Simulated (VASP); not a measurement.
Wanted: the native input for a VASP 6.6.1 run.

```
Task                   : relaxation of cell and atoms
Functional             : r2SCAN
Potentials or basis    : VASP PAW PBE potentials, release 64 (Mg, O)
Cutoff                 : 600 eV
k mesh                 : 12 × 12 × 3
Occupations            : gaussian, width 0.02 eV
Spin                   : no spin polarisation
Dipole correction      : no
Further INCAR settings : ALGO = Normal; EDIFF = 1e-06; IBRION = 2; EDIFFG = -0.01; NSW = 65; ISIF = 3
```

Crystal: MgO.

```
CELL_PARAMETERS angstrom
3.28866 0.00000 0.00000
-1.64433 2.84806 0.00000
0.00000 0.00000 7.55007
ATOMIC_POSITIONS crystal
Mg 0.00000 0.00000 0.00000
Mg 0.33333 0.66667 0.33333
Mg 0.66667 0.33333 0.66667
O 0.00000 0.00000 0.25000
O 0.33333 0.66667 0.58333
O 0.66667 0.33333 0.91667
```

One way to write it, as run:

POSCAR

```
MgO
1.0
    3.2886566020      0.0000000000      0.0000000000
   -1.6443283010      2.8480601617      0.0000000000
    0.0000000000      0.0000000000      7.5500723870
Mg O
3 3
Direct
    0.0000000000      0.0000000000      0.0000000000
    0.3333333333      0.6666666667      0.3333333333
    0.6666666667      0.3333333333      0.6666666667
    0.0000000000      0.0000000000      0.2500000000
    0.3333333333      0.6666666667      0.5833333333
    0.6666666667      0.3333333333      0.9166666667
```

INCAR.step1

```
PREC = Accurate
ENCUT = 600
ISMEAR = 0
SIGMA = 0.02
LREAL = False
LASPH = True
NELM = 60
GGA = PE
ALGO = Normal
EDIFF = 1E-4
LWAVE = True
LCHARG = False
```

INCAR.step2

```
PREC = Accurate
ENCUT = 600
EDIFF = 1E-6
ISMEAR = 0
SIGMA = 0.02
LREAL = False
LASPH = True
NELM = 60
ALGO = Normal
ISIF = 3
LWAVE = False
LCHARG = False
METAGGA = R2SCAN
LMIXTAU = True
IBRION = 2
NSW = 65
EDIFFG = -0.01
ISTART = 1
```

KPOINTS

```
regular mesh
0
Gamma
  12 12 3
```

Potentials or basis: VASP PAW PBE potentials, release 64 (Mg, O).

Launch:

```bash
$ cat potpaw_PBE.64/Mg/POTCAR potpaw_PBE.64/O/POTCAR > POTCAR
$ cp INCAR.step1 INCAR
$ mpirun -np 1 vasp_std > vasp.out
$ cp INCAR.step2 INCAR
$ mpirun -np 1 vasp_std > vasp.out
```

It gave:

| Quantity | Value |
| --- | --- |
| Relaxed volume | 11.82 Å³/atom |
| Relaxed cell | a = 3.222 Å, b = 3.222 Å, c = 7.892 Å, α = 90.00°, β = 90.00°, γ = 120.00° |
| Space group after relaxing (to 0.1 Å) | F-43m (No. 216) |
| Energy gained by relaxing | 29.0 meV/atom |
| Ionic steps | 8 |
| Pressure after relaxing | 0.0 GPa |
| Largest force after relaxing | 0.006 eV/Å |
| Band gap on the k mesh | 4.35 eV |

Caveat: the PAW data sets were made with another functional, which shifts forces and pressure a little.

Run time: 40 min on 1 thread of Oxide Virtual Turin-like Processor (shared host), peak memory 0.24 GiB.
